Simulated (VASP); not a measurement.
Write the native input for VASP 6.6.1 that does the following.

* Task: single point
* Functional: PBE
* Potentials or basis: VASP PAW PBE potentials, release 64 (Be, Zn, F)
* Cutoff: 520 eV
* k mesh: 6 × 6 × 6
* Occupations: gaussian, width 0.02 eV
* Spin: no spin polarisation
* Dipole correction: no
* Further INCAR settings: ALGO = Normal; EDIFF = 1e-07; NBANDS = 30

The structure of BeZnF4 lies in POSCAR:

```
BeZnF4
1.0
    0.0000000000      4.0157261419      4.0157261419
    4.0157261419      0.0000000000      4.0157261419
    4.0157261419      4.0157261419      0.0000000000
Be Zn F
1 1 4
Direct
    0.7500000000      0.7500000000      0.7500000000
    0.5000000000      0.5000000000      0.5000000000
    0.0869956261      0.6376681246      0.6376681246
    0.6376681246      0.0869956261      0.6376681246
    0.6376681246      0.6376681246      0.0869956261
    0.6376681246      0.6376681246      0.6376681246
```

The cell was generated, and may not be a known phase.

One way to write it, as run:

INCAR

```
PREC = Accurate ; ENCUT = 520
EDIFF = 1E-7 ; ISMEAR = 0
SIGMA = 0.02 ; LREAL = False
LASPH = True ; NELM = 100
ALGO = Normal ; ISIF = 2
LWAVE = False ; LCHARG = False
GGA = PE ; NBANDS = 30
```

KPOINTS

```
regular mesh
0
Gamma
  6 6 6
```

Potentials or basis: VASP PAW PBE potentials, release 64 (Be, Zn, F).

The run is started by

```bash
$ cat potpaw_PBE.64/Be/POTCAR potpaw_PBE.64/Zn/POTCAR potpaw_PBE.64/F/POTCAR > POTCAR
$ mpirun -np 1 vasp_std > vasp.out
```

Results of the run:

```json
{
 "Pressure": "0.1 GPa",
 "Largest force": "0.061 eV/Å",
 "Band gap on the k mesh": "5.85 eV (least direct gap 5.90 eV)"
}
```

Wall time 3 min on 1 thread of AMD EPYC 7R43 64-Core Processor (Zen 3), on a shared host, peak memory 0.24 GiB.
